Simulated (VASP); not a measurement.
Here is a VASP 6.6.1 calculation.

File INCAR:

```
ALGO = Normal
EDIFF = 1E-6
ENCUT = 520
GGA = PE
ISIF = 2
ISMEAR = -1
LASPH = True
LCHARG = False
LREAL = Auto
LWAVE = False
NBANDS = 52
NELM = 60
PREC = Accurate
SIGMA = 0.02
```

KPOINTS

```
k-points
0
Gamma
  2 2 2
```

File POSCAR:

```
TiSi16
1.0
    0.0000000000      5.4300000000      5.4300000000
    5.4300000000      0.0000000000      5.4300000000
    5.4300000000      5.4300000000      0.0000000000
Si Ti
16 1
Direct
   -0.0125375691      0.0047491713      0.0042186004
    0.1215623389      0.1287824125      0.1283035912
    0.0015341621     -0.0037986188      0.5014941989
    0.1218112339      0.1288992634      0.6217802947
    0.0015512891      0.5019704420     -0.0042564457
    0.1217588398      0.6223636280      0.1283958564
    0.0016259669      0.5020860037      0.5015764273
    0.1251953039      0.6255785451      0.6251402394
    0.5040490792      0.0043671271      0.0040247698
    0.6247453959      0.1255113260      0.1247236648
    0.5042533149      0.0047280847      0.4874382136
    0.6283420810      0.1287695212      0.6215339779
    0.5042579190      0.4881560773      0.0042011971
    0.6284096685      0.6220286372      0.1283579190
    0.4957990792      0.5019624309      0.5015027624
    0.6284503683      0.6223509208      0.6217144567
    0.3749173112      0.8755038674      0.8748869245
```

Potentials or basis: VASP PAW PBE potentials, release 64 (Si, Ti_sv).

Command:

```sh
$ cat potpaw_PBE.64/Si/POTCAR potpaw_PBE.64/Ti_sv/POTCAR > POTCAR
$ mpirun -np 1 vasp_std > vasp.out
```

(1) What does it give for the pressure?

(2) What does it give for the largest force?

Results:

(1) 4.0 GPa.

(2) 0.012 eV/Å.

Caveat: the k points lie up to 0.50 Å⁻¹ apart.
